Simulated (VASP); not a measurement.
A run of VASP 6.6.1 is set up as follows.

Contents of INCAR:

```
PREC = Accurate
ENCUT = 520
EDIFF = 1E-7
ISMEAR = 1
SIGMA = 0.1
LREAL = F
LASPH = T
NELM = 60
ALGO = Normal
ISIF = 2
LWAVE = F
LCHARG = T
GGA = PS
LELF = T
LVHAR = T
NBANDS = 16
```

Contents of KPOINTS:

```
regular mesh
0
Gamma
  11 11 10
```

The input POSCAR:

```
WC
1.0
    2.9447478072      0.0000000000      0.0000000000
   -1.4723739036      2.5502265748      0.0000000000
    0.0000000000      0.0000000000      2.8739279649
W C
1 1
Direct
    0.0000000000      0.0000000000      0.0000000000
    0.6666666667      0.3333333333      0.5000000000
```

Potentials or basis: VASP PAW PBE potentials, release 64 (W_sv, C).

Launch:

```console
$ cat potpaw_PBE.64/W_sv/POTCAR potpaw_PBE.64/C/POTCAR > POTCAR
$ mpirun -np 1 vasp_std > vasp.out
```

(1) What does it give for the band gap on the k mesh?

(2) What does it give for the pressure?

Results:

(1) zero (band 9 reaches 11.03 eV, above the bottom of band 10 at 9.83 eV).

(2) -16.6 GPa.

Caveat: the PAW data sets were made with another functional, which shifts forces and pressure a little; spin-orbit coupling is left out, which moves the levels of the heavy elements.
